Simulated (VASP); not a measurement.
# TaN (Fm-3m) in VASP: notebook

The runs below take TaN through single point, with PBE.

Everything below comes from runs of VASP 6.6.1. Logs are shortened: lines on timing, memory, paths and dates and some standing lists are left out, and cuts for length are marked.

## Step 1: The cell of the first run

It takes space group Fm-3m (No. 225, cubic). Conventional cell: a = 4.270 Å, b = 4.270 Å, c = 4.270 Å, α = 90.00°, β = 90.00°, γ = 90.00°. Ta (site symmetry m-3m) has 6 N at 2.13 Å within 2.8 Å. Within 2.8 Å of N (site symmetry m-3m) lie 6 Ta at 2.13 Å.

## Step 2: Single point, PBE (volume scaled by 0.9405)

The input, INCAR:

```
PREC     = Accurate       # precision mode
ENCUT    = 520            # plane-wave cutoff, eV
EDIFF    = 1E-6           # SCF threshold, eV
ISMEAR   = -1             # smearing method
SIGMA    = 0.02           # smearing width, eV
LREAL    = False          # projectors in reciprocal space
LASPH    = True           # aspherical terms in the spheres
NELM     = 80             # most SCF steps
ALGO     = Normal         # electronic algorithm
ISIF     = 2              # what is computed and relaxed
LWAVE    = False          # write WAVECAR
LCHARG   = True           # write CHGCAR
GGA      = PE             # functional
LELF     = True           # ELF
LVHAR    = True         
NBANDS   = 15             # bands
```

The input, KPOINTS:

```
Automatic mesh
0
Gamma
  9 9 9
```

The input, POSCAR:

```
TaN
1.0
    0.0000000000      2.1348965245      2.1348965245
    2.1348965245      0.0000000000      2.1348965245
    2.1348965245      2.1348965245      0.0000000000
Ta N
1 1
Direct
    0.5000000000      0.5000000000      0.5000000000
    0.0000000000      0.0000000000      0.0000000000
```

Potentials or basis: VASP PAW PBE potentials, release 64 (Ta_pv, N).

On the command line:

```sh
> cat potpaw_PBE.64/Ta_pv/POTCAR potpaw_PBE.64/N/POTCAR > POTCAR
> mpirun -np 1 vasp_std > vasp.out
```

OUTCAR:

```text
PREC = Accurate
   ENCUT = 520
   EDIFF = 1E-6
   ISMEAR = -1
   LREAL = False
   LASPH = True
   NELM = 80
   ISIF = 2
   GGA = PE

 ion  position               nearest neighbor table
   1  0.500  0.500  0.500-   2 2.13   2 2.13   2 2.13   2 2.13   2 2.13   2 2.13
   2  0.000  0.000  0.000-   1 2.13   1 2.13   1 2.13   1 2.13   1 2.13   1 2.13

  LATTYP: Found a face centered cubic cell.
 ALAT       =     4.2697930490

  Lattice vectors:

 A1 = (   0.0000000000,   2.1348965245,   2.1348965245)
 A2 = (   2.1348965245,   0.0000000000,   2.1348965245)
 A3 = (   2.1348965245,   2.1348965245,   0.0000000000)

Analysis of symmetry for initial positions (statically):
=====================================================================
 Subroutine PRICEL returns:
 Original cell was already a primitive cell.

 Routine SETGRP: Setting up the symmetry group for a
 face centered cubic supercell.

 Subroutine GETGRP returns: Found 48 space group operations
 (whereof 48 operations were pure point group operations)
 out of a pool of 48 trial point group operations.

The static configuration has the point symmetry O_h .

Analysis of symmetry for dynamics (positions and initial velocities):
=====================================================================
 Subroutine PRICEL returns:
 Original cell was already a primitive cell.

 Routine SETGRP: Setting up the symmetry group for a
 face centered cubic supercell.

 Subroutine GETGRP returns: Found 48 space group operations
 (whereof 48 operations were pure point group operations)
 out of a pool of 48 trial point group operations.

The dynamic configuration has the point symmetry O_h .

 Subroutine INISYM returns: Found 48 space group operations
 (whereof 48 operations are pure point group operations),
 and found     1 'primitive' translations

----------------------------------------------------------------------------------------

                                     Primitive cell

  volume of cell :      19.4608

  direct lattice vectors                    reciprocal lattice vectors
     0.000000000  2.134896524  2.134896524    -0.234203388  0.234203388  0.234203388
     2.134896524  0.000000000  2.134896524     0.234203388 -0.234203388  0.234203388
     2.134896524  2.134896524  0.000000000     0.234203388  0.234203388 -0.234203388

  length of vectors
     3.019199619  3.019199619  3.019199619     0.405652168  0.405652168  0.405652168

  position of ions in fractional coordinates (direct lattice)
     0.500000000  0.500000000  0.500000000
     0.000000000  0.000000000  0.000000000

  ion indices of the primitive-cell ions
   primitive index   ion index
                 1           1
                 2           2

----------------------------------------------------------------------------------------

 KPOINTS: Automatic mesh

Automatic generation of k-mesh.
 Grid dimensions read from file:
 generate k-points for:    9    9    9

 Generating k-lattice:

  Cartesian coordinates                     Fractional coordinates (reciprocal lattice)
    -0.026022599  0.026022599  0.026022599     0.111111111  0.000000000  0.000000000
     0.026022599 -0.026022599  0.026022599     0.000000000  0.111111111  0.000000000
     0.026022599  0.026022599 -0.026022599     0.000000000  0.000000000  0.111111111

  Length of vectors
     0.045072463  0.045072463  0.045072463

  Shift w.r.t. Gamma in fractional coordinates (k-lattice)
     0.000000000  0.000000000  0.000000000

 Subroutine IBZKPT returns following result:
 ===========================================

 Found     35 irreducible k-points:

 Following reciprocal coordinates:
            Coordinates               Weight
  0.000000  0.000000  0.000000      1.000000
  0.111111  0.000000  0.000000      8.000000
  0.222222  0.000000  0.000000      8.000000
  0.333333  0.000000  0.000000      8.000000
  0.444444  0.000000  0.000000      8.000000
  0.111111  0.111111  0.000000      6.000000
[... 16 lines left out ...]
 -0.333333  0.333333  0.000000     12.000000
  0.444444  0.444444  0.000000      6.000000
 [... further k-points ...]
   k-points           NKPTS =     35   k-points in BZ     NKDIM =     35   number of bands    NBANDS=     15
   number of dos      NEDOS =    301   number of ions     NIONS =      2
   total plane-waves  NPLWV =  13824
   dimension x,y,z NGX =    24 NGY =   24 NGZ =   24
   dimension x,y,z NGXF=    48 NGYF=   48 NGZF=   48
   ions per type =               1   1
   NGX,Y,Z   is equivalent  to a cutoff of  13.22, 13.22, 13.22 a.u.
   NGXF,Y,Z  is equivalent  to a cutoff of  26.43, 26.43, 26.43 a.u.
 SYSTEM =  unknown system
   PREC   = accura    normal or accurate (medium, high low for compatibility)
   ISTART =      0    job   : 0-new  1-cont  2-samecut
   ICHARG =      2    charge: 1-file 2-atom 10-const
   ISPIN  =      1    spin polarized calculation?
   LNONCOLLINEAR =      F non collinear calculations
   LSORBIT =      F    spin-orbit coupling
   LASPH  =      T    aspherical Exc in radial PAW
   ENCUT  =  520.0 eV  38.22 Ry    6.18 a.u.   5.61  5.61  5.61*2*pi/ulx,y,z
   NELM   =     80;   NELMIN=  2; NELMDL= -5     # of ELM steps
   EDIFF  = 0.1E-05   stopping-criterion for ELM
   LREAL  =      F    real-space projection
   EDIFFG = 0.1E-04   stopping-criterion for IOM
   NSW    =      0    number of steps for IOM
   IBRION =     -1    ionic relax: 0-MD 1-quasi-New 2-CG
   NFREE  =      0    steps in history (QN), initial steepest desc. (CG)
   ISIF   =      2    stress and relaxation
   ISYM   =      2    0-nonsym 1-usesym 2-fastsym
   POTIM  = 0.5000    time-step for ionic-motion
   TEBEG  =    0.0;   TEEND  =   0.0 temperature during run
   PSTRESS=    0.0 pullay stress
   NELECT =      16.0000    total number of electrons
   NUPDOWN=      -1.0000    fix difference up-down
   EMIN   =  10.00;   EMAX   =-10.00  energy-range for DOS
   EFERMI =   0.00;   METHOD = LEGACY
   ISMEAR =    -1;   SIGMA  =   0.02  broadening in eV -4-tet -1-fermi 0-gaus
   EFERMI_NEDOS =   21; number of points for ismear=-14 and -15
   IALGO  =     38    algorithm
   IMIX   =      4    mixing-type and parameters
     AMIX     =   0.40;   BMIX     =  1.00
     AMIX_MAG =   1.60;   BMIX_MAG =  1.00
  volume/ion in A,a.u.               =       9.73        65.66
  Fermi-wavevector in a.u.,A,eV,Ry     =   1.533656  2.898190 32.002279  2.352101
  Thomas-Fermi vector in A             =   2.640693
   LORBIT       =      0    0 simple, 1 ext, 2 COOP (PROOUT), +10 PAW based schemes
   GGA     = PE    functional components
   LHFCALC =     F    Hartree Fock is set to
   AEXX    =    0.0000 exact exchange contribution
   IVDW    =     0    specifies the selected vdW correction
   LEPSILON=     F    determine dielectric tensor
   LRPA    =     F    only Hartree local field effects (RPA)
 non-spin polarized calculation
  energy-cutoff  :      520.00
  volume of cell :       19.46
 maximum number of plane-waves:       534
   NGX = 11   NGY = 11   NGZ = 11

 number of electron      15.9999998 magnetization

 Free energy of the ion-electron system (eV)
  ---------------------------------------------------
  ext. energy  EPLUGINS =         0.00000000
  ---------------------------------------------------
  free energy    TOTEN  =       -21.56561279 eV

  energy without entropy =      -21.56465148  energy(sigma->0) =      -21.56513214

 E-fermi :  10.4732     XC(G=0): -13.9368

 val. band max:       10.3484677367   @ k =  -0.4444   0.2222   0.1111
 cond. band min:      10.4952845129   @ k =  -0.2222   0.2222   0.0000
 fundamental gap:      0.1468167761
 Fermi energy:        10.4731745295

 k-point     1 :       0.0000    0.0000    0.0000
  band No.  band energies     occupation
      1     -25.0276      2.00000
      2     -25.0276      2.00000
      3     -25.0276      2.00000
      4      -9.0251      2.00000
      5       6.4951      2.00000
      6       6.4951      2.00000
      7       6.4951      2.00000
      8       8.2119      2.00000
      9       8.2119      2.00000
     10       8.2119      2.00000
     11      10.6612      0.00016
     12      10.6612      0.00016
     13      12.9030      0.00000
     14      20.0155      0.00000
     15      23.1419      0.00000

 k-point     2 :       0.1111    0.0000    0.0000
  band No.  band energies     occupation
      1     -25.1802      2.00000
      2     -25.0405      2.00000
      3     -25.0405      2.00000
      4      -8.6727      2.00000
      5       5.1154      2.00000
      6       5.5063      2.00000
      7       5.5063      2.00000
      8       8.6939      2.00000
      9       8.6939      2.00000
     10       8.7859      2.00000
     11      11.9054      0.00000
     12      11.9054      0.00000
     13      13.7270      0.00000
     14      21.0251      0.00000
     15      23.1415      0.00000

 k-point     3 :       0.2222    0.0000    0.0000
  band No.  band energies     occupation
      1     -25.5479      2.00000
      2     -25.0729      2.00000
      3     -25.0729      2.00000
      4      -7.7433      2.00000
      5       2.9485      2.00000
      6       4.0597      2.00000
      7       4.0597      2.00000
      8       9.5151      2.00000
      9       9.7869      2.00000
     10       9.7869      2.00000
     11      14.3370      0.00000
     12      14.3370      0.00000
     13      15.3580      0.00000
     14      23.1300      0.00000
     15      23.2605      0.00000
[... 343 lines left out ...]
 k-point    23 :      -0.3333    0.3333    0.0000
  band No.  band energies     occupation
      1     -25.8098      2.00000
      2     -25.7410      2.00000
      3     -25.2576      2.00000
      4      -6.5939      2.00000
      5       1.5081      2.00000
      6       3.3104      2.00000
      7       3.4175      2.00000
      8       9.6414      2.00000
      9      12.6682      0.00000
     10      12.7265      0.00000
     11      15.4440      0.00000
     12      17.8433      0.00000
     13      21.2294      0.00000
     14      22.7028      0.00000
     15      22.8210      0.00000

 k-point    24 :       0.4444    0.4444    0.0000
  band No.  band energies     occupation
      1     -25.9995      2.00000
      2     -25.4045      2.00000
      3     -25.4045      2.00000
      4      -7.7067      2.00000
      5       3.4963      2.00000
      6       4.5499      2.00000
      7       5.6967      2.00000
      8       5.6967      2.00000
      9      12.9094      0.00000
     10      14.5951      0.00000
     11      14.5951      0.00000
     12      15.9404      0.00000
     13      18.8066      0.00000
     14      20.5141      0.00000
     15      23.1527      0.00000

 [... further k-points ...]
[... 5 lines left out ...]
  --------------------------------------------------------------------------------------
  -------------------------------------------------------------------------------------
  Total        5.2517573      5.2517573      5.2517573     -0.0000000      0.0000000      0.0000000
  in kB      432.3691916    432.3691916    432.3691916     -0.0000000      0.0000000      0.0000000
  external PRESSURE =     432.3691916 kB  Pullay stress =       0.0000000 kB

 VOLUME and BASIS-vectors are now :
 -----------------------------------------------------------------------------
  energy-cutoff  :      520.00
  volume of cell :       19.46
      direct lattice vectors                 reciprocal lattice vectors
     0.000000000  2.134896524  2.134896524    -0.234203388  0.234203388  0.234203388
     2.134896524  0.000000000  2.134896524     0.234203388 -0.234203388  0.234203388
     2.134896524  2.134896524  0.000000000     0.234203388  0.234203388 -0.234203388

 POSITION                                       TOTAL-FORCE (eV/Angst)
 -----------------------------------------------------------------------------------
      2.13490      2.13490      2.13490        -0.000000     -0.000000     -0.000000
      0.00000      0.00000      0.00000         0.000000      0.000000      0.000000
 -----------------------------------------------------------------------------------
    total drift:                                0.000000     -0.000000     -0.000000

  FREE ENERGIE OF THE ION-ELECTRON SYSTEM (eV)
  ---------------------------------------------------
  free  energy   TOTEN  =       -21.5656127948 eV

  energy  without entropy=      -21.5646514788  energy(sigma->0) =      -21.56513214
```

Wall time 28 s (1 thread of AMD EPYC 7R13, shared host); peak memory 0.11 GiB.

What came out:

```
Free energy            : -21.5656 eV
Pressure               : 43.2 GPa
Band gap on the k mesh : zero (band 8 reaches 12.35 eV, above the bottom of band 9 at 8.21 eV)
```

Levels at points of the mesh, in eV from the Fermi level:
| k point | band 5 | band 6 | band 7 | band 8 | band 9 | band 10 | band 11 | band 12 |
| --- | --- | --- | --- | --- | --- | --- | --- | --- |
| (0.00, 0.00, 0.00) | -3.98 | -3.98 | -3.98 | -2.26 | -2.26 | -2.26 | 0.19 | 0.19 |

Caveat: spin-orbit coupling is left out, which moves the levels of the heavy elements.

## Step 3: Single point, PBE (volume scaled by 0.98)

The input, INCAR:

```
SYSTEM = TaN
ALGO = Normal
EDIFF = 1E-6
ENCUT = 520
GGA = PE
ISIF = 2
ISMEAR = -1
LASPH = .True.
LCHARG = .True.
LELF = .True.
LREAL = .False.
LVHAR = .True.
LWAVE = .False.
NBANDS = 15
NELM = 80
PREC = Accurate
SIGMA = 0.02
```

The input, KPOINTS:

```
k-points
0
Gamma
  9 9 9
  0 0 0
```

The input, POSCAR:

```
TaN
1.0
    0.0000000000      2.1643753983      2.1643753983
    2.1643753983      0.0000000000      2.1643753983
    2.1643753983      2.1643753983      0.0000000000
Ta N
1 1
Direct
    0.5000000000      0.5000000000      0.5000000000
    0.0000000000      0.0000000000      0.0000000000
```

Potentials or basis: VASP PAW PBE potentials, release 64 (Ta_pv, N).

On the command line:

```sh
> cat potpaw_PBE.64/Ta_pv/POTCAR potpaw_PBE.64/N/POTCAR > POTCAR
> mpirun -np 1 vasp_std > vasp.out
```

It took 29 s on 1 thread of AMD EPYC 7R13, shared host; peak memory 0.11 GiB.

The run converged. Its results:

```yaml
Free_energy: -21.7357 eV
Pressure: 23.8 GPa
Band_gap_on_the_k_mesh: zero (band 8 reaches 11.76 eV, above the bottom of band 9 at 7.85 eV)
```

Levels at points of the mesh, in eV from the Fermi level:
```tsv
k point	band 4	band 5	band 6	band 7	band 8	band 9	band 10	band 11	band 12	band 13
(0.00, 0.00, 0.00)	-19.16	-3.86	-3.86	-3.86	-2.14	-2.14	-2.14	0.17	0.17	2.04
```

Caveat: spin-orbit coupling is left out, which moves the levels of the heavy elements.
